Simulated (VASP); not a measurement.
# ZnS (P6_3mc) in VASP: notebook

The runs below take ZnS through single point, with PBE.

All numbers are computed with VASP 6.6.1; they aren't measurements. Logs are shortened: lines on timing, memory, paths and dates and some standing lists are left out, and cuts for length are marked.

### 1 The cell of the first run

Symmetry: P6_3mc, No. 186, hexagonal system. The conventional cell has a = 3.698 Å, b = 3.698 Å, c = 6.091 Å, α = 90.00°, β = 90.00°, γ = 120.00°. Within 3.0 Å of Zn (site symmetry 3m) lie 4 S at 2.27 Å. S (site symmetry 3m) has 4 Zn at 2.27 Å within 3.0 Å.

### 2 Single point, PBE

Contents of INCAR:

```
PREC     = Accurate       # precision mode
ENCUT    = 520            # plane-wave cutoff, eV
EDIFF    = 1E-6           # SCF threshold, eV
ISMEAR   = 0              # smearing method
SIGMA    = 0.02           # smearing width, eV
LREAL    = False          # projectors in reciprocal space
LASPH    = True           # aspherical terms in the spheres
NELM     = 100            # most SCF steps
ALGO     = Normal         # electronic algorithm
ISIF     = 2              # what is computed and relaxed
LWAVE    = False          # write WAVECAR
LCHARG   = False          # write CHGCAR
GGA      = PE             # functional
NBANDS   = 26             # bands
```

Contents of KPOINTS:

```
Automatic mesh
0
Gamma
  12 12 6
```

Contents of POSCAR:

```
ZnS
1.0
    3.6978867017      0.0000000000      0.0000000000
   -1.8489433508      3.2024638239      0.0000000000
    0.0000000000      0.0000000000      6.0910652417
Zn S
2 2
Direct
    0.3333333333      0.6666666667      0.0009626737
    0.6666666667      0.3333333333      0.5009626737
    0.3333333333      0.6666666667      0.3740373263
    0.6666666667      0.3333333333      0.8740373263
```

Potentials or basis: VASP PAW PBE potentials, release 64 (Zn, S).

Started as:

```bash
$ cat potpaw_PBE.64/Zn/POTCAR potpaw_PBE.64/S/POTCAR > POTCAR
$ mpirun -np 1 vasp_std > vasp.out
```

OUTCAR:

```text
PREC = Accurate
   ENCUT = 520
   EDIFF = 1E-6
   ISMEAR = 0
   LREAL = False
   LASPH = True
   NELM = 100
   ISIF = 2
   GGA = PE

 ion  position               nearest neighbor table
   1  0.333  0.667  0.001-   4 2.27   4 2.27   4 2.27   3 2.27
   2  0.667  0.333  0.501-   3 2.27   3 2.27   3 2.27   4 2.27
   3  0.333  0.667  0.374-   2 2.27   2 2.27   2 2.27   1 2.27
   4  0.667  0.333  0.874-   1 2.27   1 2.27   1 2.27   2 2.27

  LATTYP: Found a hexagonal cell.
 ALAT       =     3.6978867017
 C/A-ratio  =     1.6471746522

  Lattice vectors:

 A1 = (   3.6978867017,   0.0000000000,   0.0000000000)
 A2 = (  -1.8489433508,   3.2024638239,   0.0000000000)
 A3 = (   0.0000000000,   0.0000000000,   6.0910652417)

Analysis of symmetry for initial positions (statically):
=====================================================================
 Subroutine PRICEL returns:
 Original cell was already a primitive cell.

 Routine SETGRP: Setting up the symmetry group for a
 hexagonal supercell.

 Subroutine GETGRP returns: Found 12 space group operations
 (whereof  6 operations were pure point group operations)
 out of a pool of 24 trial point group operations.

The static configuration has the point symmetry C_3v.
 The point group associated with its full space group is C_6v.

Analysis of symmetry for dynamics (positions and initial velocities):
=====================================================================
 Subroutine PRICEL returns:
 Original cell was already a primitive cell.

 Routine SETGRP: Setting up the symmetry group for a
 hexagonal supercell.

 Subroutine GETGRP returns: Found 12 space group operations
 (whereof  6 operations were pure point group operations)
 out of a pool of 24 trial point group operations.

The dynamic configuration has the point symmetry C_3v.
 The point group associated with its full space group is C_6v.

 Subroutine INISYM returns: Found 12 space group operations
 (whereof  6 operations are pure point group operations),
 and found     1 'primitive' translations

----------------------------------------------------------------------------------------

                                     Primitive cell

  volume of cell :      72.1325

  direct lattice vectors                    reciprocal lattice vectors
     3.697886702  0.000000000  0.000000000     0.270424727  0.156129789  0.000000000
    -1.848943351  3.202463824  0.000000000     0.000000000  0.312259577  0.000000000
     0.000000000  0.000000000  6.091065242     0.000000000  0.000000000  0.164174896

  length of vectors
     3.697886702  3.697886702  6.091065242     0.312259577  0.312259577  0.164174896

  position of ions in fractional coordinates (direct lattice)
     0.333333333  0.666666667  0.000962674
     0.666666667  0.333333333  0.500962674
     0.333333333  0.666666667  0.374037326
     0.666666667  0.333333333  0.874037326

  ion indices of the primitive-cell ions
   primitive index   ion index
                 1           1
                 2           2
                 3           3
                 4           4

----------------------------------------------------------------------------------------

 KPOINTS: Automatic mesh

Automatic generation of k-mesh.
 Grid dimensions read from file:
 generate k-points for:   12   12    6

 Generating k-lattice:

  Cartesian coordinates                     Fractional coordinates (reciprocal lattice)
     0.022535394  0.013010816  0.000000000     0.083333333  0.000000000  0.000000000
     0.000000000  0.026021631  0.000000000     0.000000000  0.083333333  0.000000000
     0.000000000  0.000000000  0.027362483     0.000000000  0.000000000  0.166666667

  Length of vectors
     0.026021631  0.026021631  0.027362483

  Shift w.r.t. Gamma in fractional coordinates (k-lattice)
     0.000000000  0.000000000  0.000000000

 Subroutine IBZKPT returns following result:
 ===========================================

 Found     76 irreducible k-points:

 Following reciprocal coordinates:
            Coordinates               Weight
  0.000000  0.000000  0.000000      1.000000
  0.083333 -0.000000  0.000000      6.000000
  0.166667 -0.000000  0.000000      6.000000
  0.250000 -0.000000  0.000000      6.000000
  0.333333 -0.000000  0.000000      6.000000
  0.416667 -0.000000  0.000000      6.000000
[... 16 lines left out ...]
  0.250000 -0.000000  0.166667     12.000000
  0.333333 -0.000000  0.166667     12.000000
 [... further k-points ...]
   k-points           NKPTS =     76   k-points in BZ     NKDIM =     76   number of bands    NBANDS=     26
   number of dos      NEDOS =    301   number of ions     NIONS =      4
   total plane-waves  NPLWV =  37632
   dimension x,y,z NGX =    28 NGY =   28 NGZ =   48
   dimension x,y,z NGXF=    56 NGYF=   56 NGZF=   96
   ions per type =               2   2
   NGX,Y,Z   is equivalent  to a cutoff of  12.59, 12.59, 13.10 a.u.
   NGXF,Y,Z  is equivalent  to a cutoff of  25.18, 25.18, 26.20 a.u.
 SYSTEM =  unknown system
   PREC   = accura    normal or accurate (medium, high low for compatibility)
   ISTART =      0    job   : 0-new  1-cont  2-samecut
   ICHARG =      2    charge: 1-file 2-atom 10-const
   ISPIN  =      1    spin polarized calculation?
   LNONCOLLINEAR =      F non collinear calculations
   LSORBIT =      F    spin-orbit coupling
   LASPH  =      T    aspherical Exc in radial PAW
   ENCUT  =  520.0 eV  38.22 Ry    6.18 a.u.   6.88  6.88 11.33*2*pi/ulx,y,z
   NELM   =    100;   NELMIN=  2; NELMDL= -5     # of ELM steps
   EDIFF  = 0.1E-05   stopping-criterion for ELM
   LREAL  =      F    real-space projection
[... 7 lines left out ...]
   TEBEG  =    0.0;   TEEND  =   0.0 temperature during run
   PSTRESS=    0.0 pullay stress
   NELECT =      36.0000    total number of electrons
   NUPDOWN=      -1.0000    fix difference up-down
   EMIN   =  10.00;   EMAX   =-10.00  energy-range for DOS
   EFERMI =   0.00;   METHOD = LEGACY
   ISMEAR =     0;   SIGMA  =   0.02  broadening in eV -4-tet -1-fermi 0-gaus
   EFERMI_NEDOS =   21; number of points for ismear=-14 and -15
   IALGO  =     38    algorithm
   IMIX   =      4    mixing-type and parameters
     AMIX     =   0.40;   BMIX     =  1.00
     AMIX_MAG =   1.60;   BMIX_MAG =  1.00
  volume/ion in A,a.u.               =      18.03       121.69
  Fermi-wavevector in a.u.,A,eV,Ry     =   1.298570  2.453941 22.943281  1.686284
  Thomas-Fermi vector in A             =   2.429890
   LORBIT       =      0    0 simple, 1 ext, 2 COOP (PROOUT), +10 PAW based schemes
   GGA     = PE    functional components
   LHFCALC =     F    Hartree Fock is set to
   AEXX    =    0.0000 exact exchange contribution
   IVDW    =     0    specifies the selected vdW correction
   LEPSILON=     F    determine dielectric tensor
   LRPA    =     F    only Hartree local field effects (RPA)
 non-spin polarized calculation
 Gauss-broadening in eV      SIGMA  =   0.02
  energy-cutoff  :      520.00
  volume of cell :       72.13
 maximum number of plane-waves:      1967
 NGX is ok and might be reduce to    28
   NGX = 13   NGY = 13   NGZ = 23

 number of electron      36.0000006 magnetization

 Free energy of the ion-electron system (eV)
  ---------------------------------------------------
  ext. energy  EPLUGINS =         0.00000000
  ---------------------------------------------------
  free energy    TOTEN  =       -13.44011986 eV

  energy without entropy =      -13.44011986  energy(sigma->0) =      -13.44011986

 E-fermi :   3.1700     XC(G=0): -10.0542

 val. band max:        3.0188951514   @ k =   0.0000   0.0000   0.0000
 cond. band min:       5.6050012795   @ k =   0.0000   0.0000   0.0000
 fundamental gap:      2.5861061281
 Fermi energy:         3.1700453383

 k-point     1 :       0.0000    0.0000    0.0000
  band No.  band energies     occupation
      1     -10.8273      2.00000
      2      -9.7293      2.00000
      3      -3.7449      2.00000
      4      -3.7185      2.00000
      5      -3.7185      2.00000
      6      -3.6205      2.00000
[... 18 lines left out ...]
     25      10.7450      0.00000
     26      12.6722      0.00000

 k-point     2 :       0.0833   -0.0000    0.0000
  band No.  band energies     occupation
      1     -10.7724      2.00000
      2      -9.6975      2.00000
      3      -3.7369      2.00000
      4      -3.7221      2.00000
      5      -3.7073      2.00000
      6      -3.6169      2.00000
[... 18 lines left out ...]
     25      10.9838      0.00000
     26      12.2051      0.00000

 k-point     3 :       0.1667   -0.0000    0.0000
  band No.  band energies     occupation
      1     -10.6148      2.00000
      2      -9.6110      2.00000
      3      -3.7476      2.00000
      4      -3.7007      2.00000
      5      -3.6785      2.00000
      6      -3.5998      2.00000
[... 18 lines left out ...]
     25      11.3416      0.00000
     26      11.6395      0.00000

 k-point     4 :       0.2500   -0.0000    0.0000
  band No.  band energies     occupation
      1     -10.3765      2.00000
      2      -9.4967      2.00000
      3      -3.7653      2.00000
      4      -3.6719      2.00000
      5      -3.6446      2.00000
      6      -3.5506      2.00000
[... 18 lines left out ...]
     25      11.7302      0.00000
     26      12.0435      0.00000
[... 496 lines left out ...]
      1     -10.5571      2.00000
      2      -9.6901      2.00000
      3      -3.7615      2.00000
      4      -3.6953      2.00000
      5      -3.6725      2.00000
      6      -3.6143      2.00000
[... 18 lines left out ...]
     25      11.4381      0.00000
     26      11.6837      0.00000

 k-point    23 :       0.2500   -0.0000    0.1667
  band No.  band energies     occupation
      1     -10.3240      2.00000
      2      -9.5630      2.00000
      3      -3.7775      2.00000
      4      -3.6789      2.00000
      5      -3.6361      2.00000
      6      -3.5621      2.00000
[... 18 lines left out ...]
     25      11.8635      0.00000
     26      12.2859      0.00000

 k-point    24 :       0.3333   -0.0000    0.1667
  band No.  band energies     occupation
      1     -10.0542      2.00000
      2      -9.4458      2.00000
      3      -3.7798      2.00000
      4      -3.6626      2.00000
      5      -3.6067      2.00000
      6      -3.4697      2.00000
[... 18 lines left out ...]
     25      12.0928      0.00000
     26      13.1816      0.00000

 [... further k-points ...]

------------------------ aborting loop because EDIFF is reached ----------------------------------------

  FORCE on cell =-STRESS in cart. coord.  units (eV):
  Direction    XX          YY          ZZ          XY          YZ          ZX
  --------------------------------------------------------------------------------------
  -------------------------------------------------------------------------------------
  Total        4.6022400      4.6022400      4.5814457      0.0000000      0.0000000      0.0000000
  in kB      102.2230315    102.2230315    101.7611583      0.0000000      0.0000000      0.0000000
  external PRESSURE =     102.0690737 kB  Pullay stress =       0.0000000 kB

 VOLUME and BASIS-vectors are now :
 -----------------------------------------------------------------------------
  energy-cutoff  :      520.00
  volume of cell :       72.13
      direct lattice vectors                 reciprocal lattice vectors
     3.697886702  0.000000000  0.000000000     0.270424727  0.156129789  0.000000000
    -1.848943351  3.202463824  0.000000000     0.000000000  0.312259577  0.000000000
     0.000000000  0.000000000  6.091065242     0.000000000  0.000000000  0.164174896

 POSITION                                       TOTAL-FORCE (eV/Angst)
 -----------------------------------------------------------------------------------
     -0.00000      2.13498      0.00586        -0.000000     -0.000000      0.007462
      1.84894      1.06749      3.05140        -0.000000      0.000000      0.007462
     -0.00000      2.13498      2.27829         0.000000      0.000000     -0.007462
      1.84894      1.06749      5.32382         0.000000      0.000000     -0.007462
 -----------------------------------------------------------------------------------
    total drift:                               -0.000001     -0.000001      0.000694

  FREE ENERGIE OF THE ION-ELECTRON SYSTEM (eV)
  ---------------------------------------------------
  free  energy   TOTEN  =       -13.4401198599 eV

  energy  without entropy=      -13.4401198599  energy(sigma->0) =      -13.44011986
```

Wall time 73 s (1 thread of AMD EPYC 9R45 (Zen 5), shared host); peak memory 0.23 GiB.

What came out:

- Free energy: -13.4401 eV
- Pressure: 10.2 GPa
- Largest force: 0.007 eV/Å
- Band gap on the k mesh: 2.59 eV

Forces on the atoms (eV/Å):
```
Zn   0.000  0.000  0.007
Zn   0.000  0.000  0.007
S    0.000  0.000 -0.007
S    0.000  0.000 -0.007
```

Caveat: the cell stands under pressure. A k mesh can miss the band edges.

### 3 Single point, PBE

This run uses another cell than the first one, of 18.94 Å³/atom.

Contents of INCAR:

```
SYSTEM = ZnS
  PREC = Accurate
  ENCUT = 520
  EDIFF = 1E-7
  ISMEAR = 0
  SIGMA = 0.02
  LREAL = .FALSE.
  LASPH = .TRUE.
  NELM = 100
  ALGO = Normal
  ISIF = 2
  LWAVE = .FALSE.
  LCHARG = .TRUE.
  GGA = PE
  LELF = .TRUE.
  LVHAR = .TRUE.
  NBANDS = 26
```

Contents of KPOINTS:

```
regular mesh
0
G
  12 12 6
  0 0 0
```

Contents of POSCAR:

```
ZnS
1.0
    3.7621294841      0.0000000000      0.0000000000
   -1.8810647420      3.2580997056      0.0000000000
    0.0000000000      0.0000000000      6.1806608816
Zn S
2 2
Direct
    0.3333333333      0.6666666667      0.0005128742
    0.6666666667      0.3333333333      0.5005128742
    0.3333333333      0.6666666667      0.3744871258
    0.6666666667      0.3333333333      0.8744871258
```

Potentials or basis: VASP PAW PBE potentials, release 64 (Zn, S).

Started as:

```bash
$ cat potpaw_PBE.64/Zn/POTCAR potpaw_PBE.64/S/POTCAR > POTCAR
$ mpirun -np 1 vasp_std > vasp.out
```

It took 72 s on 1 thread of AMD EPYC 9R45 (Zen 5), shared host; peak memory 0.24 GiB.

It converged, with:

```
Free energy            : -13.6134 eV
Pressure               : 5.2 GPa
Largest force          : 0.008 eV/Å
Band gap on the k mesh : 2.37 eV
```

Forces in eV/Å, atoms in the order of the input:
```
Zn   0.000  0.000  0.008
Zn   0.000  0.000  0.008
S    0.000  0.000 -0.008
S    0.000  0.000 -0.008
```

Levels at points of the mesh, in eV from the valence-band top:
```csv
k point,band 14,band 15,band 16,band 17,band 18,band 19,band 20,band 21,band 22,band 23
"(0.00, 0.00, 0.00)",-0.95,-0.95,-0.09,0.00,0.00,2.37,3.18,6.29,6.29,6.53
"(0.50, 0.00, 0.00)",-4.27,-3.45,-2.37,-1.80,-0.94,3.64,4.34,5.07,6.88,7.54
"(0.00, 0.00, 0.50)",-2.97,-0.50,-0.50,-0.50,-0.50,3.67,3.67,6.75,6.75,6.75
"(0.50, 0.00, 0.50)",-5.04,-1.73,-1.73,-1.71,-1.71,3.55,3.55,5.20,5.20,8.86
```

Caveat: the cell stands under pressure. A k mesh can miss the band edges.

### 4 Single point, PBE

This run uses another cell than the first one, of 19.64 Å³/atom.

Contents of INCAR:

```
PREC = Accurate
ENCUT = 520
EDIFF = 1E-6
ISMEAR = 0
SIGMA = 0.02
LREAL = False
LASPH = True
NELM = 60
ALGO = Normal
ISIF = 2
LWAVE = False
LCHARG = False
GGA = PE
NBANDS = 26
```

Contents of KPOINTS:

```
regular mesh
0
Gamma
  12 12 6
```

Contents of POSCAR:

```
ZnS
1.0
    3.8093040132      0.0000000000      0.0000000000
   -1.9046520066      3.2989540462      0.0000000000
    0.0000000000      0.0000000000      6.2517827390
Zn S
2 2
Direct
    0.3333333333      0.6666666667      0.0003761282
    0.6666666667      0.3333333333      0.5003761282
    0.3333333333      0.6666666667      0.3746238718
    0.6666666667      0.3333333333      0.8746238718
```

Started as:

```bash
$ cat potpaw_PBE.64/Zn/POTCAR potpaw_PBE.64/S/POTCAR > POTCAR
$ mpirun -np 1 vasp_std > vasp.out
```

Wall time 68 s (1 thread of AMD EPYC 9R45 (Zen 5), shared host); peak memory 0.24 GiB.

It converged, with:

- Free energy: -13.6780 eV
- Pressure: 2.2 GPa
- Band gap on the k mesh: 2.20 eV

Levels at points of the mesh, in eV from the valence-band top:
```csv
k point,band 16,band 17,band 18,band 19,band 20,band 21
"(0.00, 0.00, 0.00)",-0.08,0.00,0.00,2.20,3.11,6.31
"(0.50, 0.00, 0.00)",-2.24,-1.69,-0.89,3.67,4.25,5.11
"(0.00, 0.00, 0.50)",-0.47,-0.47,-0.47,3.56,3.56,6.77
"(0.50, 0.00, 0.50)",-1.64,-1.61,-1.61,3.55,3.55,5.23
```

A k mesh can miss the band edges.

### 5 The runs side by side

```tsv
cell	gap on the mesh (eV)	pressure (GPa)	largest force (eV/Å)
a = 3.698, b = 3.698, c = 6.091 Å, angles 90.0, 90.0, 120.0°, 4 atoms, atomic positions A	2.59	10.2	0.01
a = 3.762, b = 3.762, c = 6.181 Å, angles 90.0, 90.0, 120.0°, 4 atoms, atomic positions B	2.37	5.2	0.01
a = 3.809, b = 3.809, c = 6.252 Å, angles 90.0, 90.0, 120.0°, 4 atoms, atomic positions C	2.20	2.2	-
```

Alike in all rows: task single point; level PBE; potentials or basis VASP PAW PBE potentials, release 64 (Zn, S); no spin polarisation; k mesh 12 × 12 × 6; cutoff (eV) 520; smearing gaussian 0.02 eV.

Caveats: the cell stands under pressure (at least some runs).

Total energies depend on the potentials used, so only differences within one code and one set of settings carry meaning.
